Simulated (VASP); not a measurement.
CdSe (rocksalt type), 2 atoms in the cell. Symmetry: Fm-3m, No. 225, cubic system. Conventional cell: a = 5.738 Å, b = 5.738 Å, c = 5.738 Å, α = 90.00°, β = 90.00°, γ = 90.00°. Cd (site symmetry m-3m) has 6 Se at 2.87 Å within 3.8 Å. Within 3.8 Å of Se (site symmetry m-3m) lie 6 Cd at 2.87 Å. 

| Quantity | Value |
| --- | --- |
| Program | VASP 6.6.1 |
| Task | single point |
| Functional | PBE |
| Potentials or basis | VASP PAW PBE potentials, release 64 (Cd, Se) |
| Cutoff | 520 eV |
| k mesh | 12 × 12 × 12 |
| Occupations | fermi-dirac, width 0.03 eV |
| Spin | no spin polarisation |
| Dipole correction | no |
| Further INCAR settings | ALGO = Normal; EDIFF = 1e-06; NBANDS = 16 |

Potentials or basis: VASP PAW PBE potentials, release 64 (Cd, Se).

Command:

```console
$ cat potpaw_PBE.64/Cd/POTCAR potpaw_PBE.64/Se/POTCAR > POTCAR
$ mpirun -np 1 vasp_std > vasp.out
```

Hardware: 1 thread of Intel(R) Xeon(R) Platinum 8259CL CPU @ 2.50GHz (Skylake/Cascade Lake) (shared host).

Problem. How long does it take, and how much memory?

Solution. Wall time 63 s on 1 thread of Intel(R) Xeon(R) Platinum 8259CL CPU @ 2.50GHz (Skylake/Cascade Lake) (shared host), peak memory 0.2 GiB. Counts: scf iterations 13, k points 72.
